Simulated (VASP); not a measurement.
# CsZn4Mo (P-6m2) in VASP: notebook, part 3 of 3

VASP 6.6.1. Earlier steps stand in the parts before.

## Step 5: Single point, PBE, collinear spin

This run uses another cell than the first one, of 26.78 Å³/atom.

Contents of INCAR:

```
SYSTEM = CsZn4Mo
PREC     = Accurate       ! precision mode
ENCUT    = 520            ! plane-wave cutoff, eV
EDIFF    = 1E-7           ! SCF threshold, eV
ISMEAR   = 0              ! smearing method
SIGMA    = 0.1            ! smearing width, eV
LREAL    = .False.        ! projectors in reciprocal space
LASPH    = .True.         ! aspherical terms in the spheres
NELM     = 150            ! most SCF steps
ALGO     = Normal         ! electronic algorithm
ISIF     = 2              ! what is computed and relaxed
LWAVE    = .False.        ! write WAVECAR
LCHARG   = .True.         ! write CHGCAR
ISPIN    = 2              ! spin polarisation
MAGMOM   = 0 0 0 0 0 1    ! initial moments
LORBIT   = 11             ! projections on sites
LMAXMIX  = 4              ! l up to which the mixer works
GGA      = PE             ! functional
LELF     = .True.         ! ELF
LVHAR    = .True.       
NBANDS   = 48             ! bands
```

Contents of KPOINTS:

```
regular mesh
0
Gamma
  6 6 2
  0 0 0
```

Contents of POSCAR:

```
CsZn4Mo
1.0
    4.6247803600      0.0000000000      0.0000000000
   -2.3123901800      4.0051772787      0.0000000000
    0.0000000000      0.0000000000      8.6738965742
Cs Zn Mo
1 4 1
Direct
    0.3333333333      0.6666666667      0.5000000000
    0.3333333333      0.6666666667      0.1413708260
    0.3333333333      0.6666666667      0.8586291740
    0.0000000000      0.0000000000      0.8043365656
    0.0000000000      0.0000000000      0.1956634344
    0.0000000000      0.0000000000      0.5000000000
```

Potentials or basis: VASP PAW PBE potentials, release 64 (Cs_sv, Zn, Mo_sv).

The run is started by

```bash
$ cat potpaw_PBE.64/Cs_sv/POTCAR potpaw_PBE.64/Zn/POTCAR potpaw_PBE.64/Mo_sv/POTCAR > POTCAR
$ mpirun -np 1 vasp_std > vasp.out
```

OUTCAR:

```text
SYSTEM = CsZn4Mo
   PREC = Accurate
   ENCUT = 520
   EDIFF = 1E-7
   ISMEAR = 0
   LREAL = .False.
   LASPH = .True.
   NELM = 150
   ISIF = 2
   ISPIN = 2
   LORBIT = 11
   GGA = PE

 ion  position               nearest neighbor table
   1  0.333  0.667  0.500-   6 2.67   6 2.67   6 2.67   2 3.11   3 3.11
   2  0.333  0.667  0.141-   3 2.45   5 2.71   5 2.71   5 2.71   1 3.11
   3  0.333  0.667  0.859-   2 2.45   4 2.71   4 2.71   4 2.71   1 3.11
   4  0.000  0.000  0.804-   6 2.64   3 2.71   3 2.71   3 2.71
   5  0.000  0.000  0.196-   6 2.64   2 2.71   2 2.71   2 2.71
   6  0.000  0.000  0.500-   4 2.64   5 2.64   1 2.67   1 2.67   1 2.67

  LATTYP: Found a hexagonal cell.
 ALAT       =     4.6247803600
 C/A-ratio  =     1.8755261654

  Lattice vectors:

 A1 = (   4.6247803600,   0.0000000000,   0.0000000000)
 A2 = (  -2.3123901800,   4.0051772787,   0.0000000000)
 A3 = (   0.0000000000,   0.0000000000,   8.6738965742)

Analysis of symmetry for initial positions (statically):
=====================================================================
 Subroutine PRICEL returns:
 Original cell was already a primitive cell.

 Routine SETGRP: Setting up the symmetry group for a
 hexagonal supercell.

 Subroutine GETGRP returns: Found 12 space group operations
 (whereof 12 operations were pure point group operations)
 out of a pool of 24 trial point group operations.

The static configuration has the point symmetry D_3h.

Analysis of symmetry for dynamics (positions and initial velocities):
=====================================================================
 Subroutine PRICEL returns:
 Original cell was already a primitive cell.

 Routine SETGRP: Setting up the symmetry group for a
 hexagonal supercell.

 Subroutine GETGRP returns: Found 12 space group operations
 (whereof 12 operations were pure point group operations)
 out of a pool of 24 trial point group operations.

[... 166 lines left out ...]

 spin component 1

 k-point     1 :       0.0000    0.0000    0.0000
  band No.  band energies     occupation
      1     -58.8977      1.00000
      2     -33.2676      1.00000
      3     -33.2676      1.00000
      4     -32.9971      1.00000
      5     -20.8496      1.00000
      6      -8.2027      1.00000
[... 689 lines left out ...]
     46       7.9990      0.00000
     47       8.0818      0.00000
 Fermi energy:         1.9774873830

 spin component 2

 k-point     1 :       0.0000    0.0000    0.0000
  band No.  band energies     occupation
      1     -57.8697      1.00000
      2     -32.0455      1.00000
      3     -32.0455      1.00000
      4     -32.0290      1.00000
      5     -20.7932      1.00000
      6      -8.0326      1.00000
[... 689 lines left out ...]
     46       8.0450      0.00000
     47       8.0722      0.00000
 [bands above 47 left out]

------------------------ aborting loop because EDIFF is reached ----------------------------------------

  FORCE on cell =-STRESS in cart. coord.  units (eV):
  Direction    XX          YY          ZZ          XY          YZ          ZX
  --------------------------------------------------------------------------------------
  -------------------------------------------------------------------------------------
  Total        1.7343493      1.7343493      0.5516362      0.0000000     -0.0000000      0.0000000
  in kB       17.2949793     17.2949793      5.5009313      0.0000000     -0.0000000      0.0000000
  external PRESSURE =      13.3636300 kB  Pullay stress =       0.0000000 kB

 VOLUME and BASIS-vectors are now :
 -----------------------------------------------------------------------------
  energy-cutoff  :      520.00
  volume of cell :      160.67
      direct lattice vectors                 reciprocal lattice vectors
     4.624780360  0.000000000  0.000000000     0.216226485  0.124838419  0.000000000
    -2.312390180  4.005177279  0.000000000     0.000000000  0.249676838  0.000000000
     0.000000000  0.000000000  8.673896574     0.000000000  0.000000000  0.115288439

 POSITION                                       TOTAL-FORCE (eV/Angst)
 -----------------------------------------------------------------------------------
     -0.00000      2.67012      4.33695        -0.000000     -0.000000      0.000000
     -0.00000      2.67012      1.22624         0.000000      0.000000      0.039556
     -0.00000      2.67012      7.44766         0.000000      0.000000     -0.039556
      0.00000      0.00000      6.97673        -0.000000      0.000000      0.141977
      0.00000      0.00000      1.69716        -0.000000      0.000000     -0.141977
      0.00000      0.00000      4.33695         0.000000     -0.000000      0.000000
 -----------------------------------------------------------------------------------
    total drift:                                0.000000     -0.000000     -0.000000

  FREE ENERGIE OF THE ION-ELECTRON SYSTEM (eV)
  ---------------------------------------------------
  free  energy   TOTEN  =        -8.5230054617 eV

  energy  without entropy=       -8.5064741314  energy(sigma->0) =       -8.51473980

 total charge

# of ion       s       p       d       tot
------------------------------------------
    1        1.820   4.510   0.385   6.715
    2        0.734   0.245   9.722  10.701
    3        0.734   0.245   9.722  10.701
    4        0.685   0.284   9.715  10.685
    5        0.685   0.284   9.715  10.685
    6        2.217   6.041   4.306  12.564
--------------------------------------------------
tot          6.875  11.609  43.566  62.050

 magnetization (x)

# of ion       s       p       d       tot
------------------------------------------
    1        0.012   0.011   0.035   0.058
    2        0.000  -0.015  -0.000  -0.015
    3        0.000  -0.015  -0.000  -0.015
    4       -0.008  -0.017   0.007  -0.018
    5       -0.008  -0.017   0.007  -0.018
    6        0.027   0.019   1.620   1.666
--------------------------------------------------
tot          0.024  -0.034   1.669   1.658
```

OSZICAR:

```text
N       E                     dE             d eps       ncg     rms          rms(c)
DAV:   1     0.700979118621E+03    0.70098E+03   -0.33515E+04  2736   0.178E+03
DAV:   2     0.656006518543E+02   -0.63538E+03   -0.61026E+03  2688   0.451E+02
DAV:   3    -0.845640912910E+01   -0.74057E+02   -0.71404E+02  3144   0.152E+02
[... 13 lines left out ...]
DAV:  17    -0.852292557915E+01   -0.21654E-04   -0.38926E-04  2904   0.993E-02    0.541E-02
DAV:  18    -0.852300138492E+01   -0.75806E-04   -0.46413E-04  3032   0.137E-01    0.203E-02
DAV:  19    -0.852300279175E+01   -0.14068E-05   -0.43565E-05  3024   0.312E-02    0.117E-02
DAV:  20    -0.852300478602E+01   -0.19943E-05   -0.76803E-06  2976   0.210E-02    0.390E-03
DAV:  21    -0.852300539838E+01   -0.61237E-06   -0.19492E-06  2896   0.918E-03    0.173E-03
DAV:  22    -0.852300546169E+01   -0.63314E-07   -0.37466E-07  2440   0.335E-03
   1 F= -.85230055E+01 E0= -.85147398E+01  d E =-.165313E-01  mag=     1.8410
```

stdout:

```text
POSCAR found type information on POSCAR CsZnMo
 POSCAR found :  3 types and       6 ions
 scaLAPACK will be used
 LDA part: xc-table for (Slater+PW92), standard interpolation
 POSCAR, INCAR and KPOINTS ok, starting setup
 FFT: planning ... GRIDC
 FFT: planning ... GRID_SOFT
 FFT: planning ... GRID
 WAVECAR not read
 entering main loop
```

Wall time 2.8 min (1 thread of AMD EPYC 9R45 (Zen 5), shared host); peak memory 0.42 GiB.

Results:

| Quantity | Value |
| --- | --- |
| Free energy | -8.5230 eV |
| Pressure | 1.3 GPa |
| Largest force | 0.142 eV/Å |
| Net moment | 1.84 μB per cell |
| Site moments | Cs +0.06; Zn -0.01, -0.02 (each value once); Mo +1.67 μB |
| Valence electrons inside the program's atomic spheres | Cs 6.71; Zn 10.70, 10.69 (each value once); Mo 12.56 |

Forces on the atoms (eV/Å):
```
Cs   0.000  0.000  0.000
Zn   0.000  0.000  0.040
Zn   0.000  0.000 -0.040
Zn   0.000  0.000  0.142
Zn   0.000  0.000 -0.142
Mo   0.000  0.000  0.000
```

Levels at points of the mesh, in eV from the Fermi level:
Spin up:
| k point | band 34 | band 35 | band 36 | band 37 | band 38 | band 39 |
| --- | --- | --- | --- | --- | --- | --- |
| (0.00, 0.00, 0.00) | -1.06 | 0.47 | 0.47 | 1.86 | 2.12 | 2.12 |
| (0.50, 0.00, 0.00) | -1.53 | -1.15 | -1.13 | -0.29 | 0.76 | 1.03 |
| (0.00, 0.00, 0.50) | -0.51 | -0.33 | 0.49 | 0.49 | 2.37 | 2.37 |
| (0.50, 0.00, 0.50) | -1.62 | -1.12 | -0.76 | 0.57 | 0.74 | 1.21 |
Spin down:
| k point | band 30 | band 31 | band 32 | band 33 | band 34 | band 35 | band 36 | band 37 | band 38 | band 39 |
| --- | --- | --- | --- | --- | --- | --- | --- | --- | --- | --- |
| (0.00, 0.00, 0.00) | -4.07 | -2.35 | -0.25 | -0.25 | -0.23 | 1.51 | 1.51 | 1.90 | 2.25 | 2.25 |
| (0.50, 0.00, 0.00) | -3.70 | -3.08 | -1.72 | -1.12 | -0.76 | -0.71 | 0.02 | 0.59 | 0.73 | 1.25 |
| (0.00, 0.00, 0.50) | -5.27 | -0.50 | -0.32 | -0.32 | -0.28 | 0.08 | 1.62 | 1.62 | 2.46 | 2.46 |
| (0.50, 0.00, 0.50) | -3.76 | -3.62 | -2.27 | -0.91 | -0.90 | 0.06 | 0.09 | 0.83 | 1.07 | 1.45 |

Caveat: the k points lie up to 0.36 Å⁻¹ apart; spin-orbit coupling is left out, which moves the levels of the heavy elements.

## Step 6: Summary

```tsv
task	spin	cell	cutoff (eV)	gap on the mesh (eV)	pressure (GPa)	largest force (eV/Å)
single point	off	a = 4.459, b = 4.459, c = 7.939 Å, angles 90.0, 90.0, 120.0°, 6 atoms, atomic positions A	520	none	21.0	7.79
single point	off	a = 4.625, b = 4.625, c = 8.674 Å, angles 90.0, 90.0, 120.0°, 6 atoms, atomic positions B	520	none	0.7	0.03
relaxation of cell and atoms	off	relaxed from a = 4.459, b = 4.459, c = 7.939 Å, angles 90.0, 90.0, 120.0°, 6 atoms, atomic positions A	600	none	-0.1	0.04
single point	collinear	a = 4.625, b = 4.625, c = 8.674 Å, angles 90.0, 90.0, 120.0°, 6 atoms, atomic positions B	520	none	1.3	0.14
```

Alike in all rows: level PBE; potentials or basis VASP PAW PBE potentials, release 64 (Cs_sv, Zn, Mo_sv); k mesh 6 × 6 × 2; smearing gaussian 0.1 eV.

Caveats: all runs use coarse meshes; spin-orbit coupling is left out, which moves the levels of the heavy elements; forces of over 1 eV/Å act on the atoms, so gaps and moduli don't describe the material at rest (at least some runs); the volume moved by over 15 % at a fixed basis, so the end points are rough (at least some runs).

Total energies depend on the potentials used, so only differences within one code and one set of settings carry meaning.
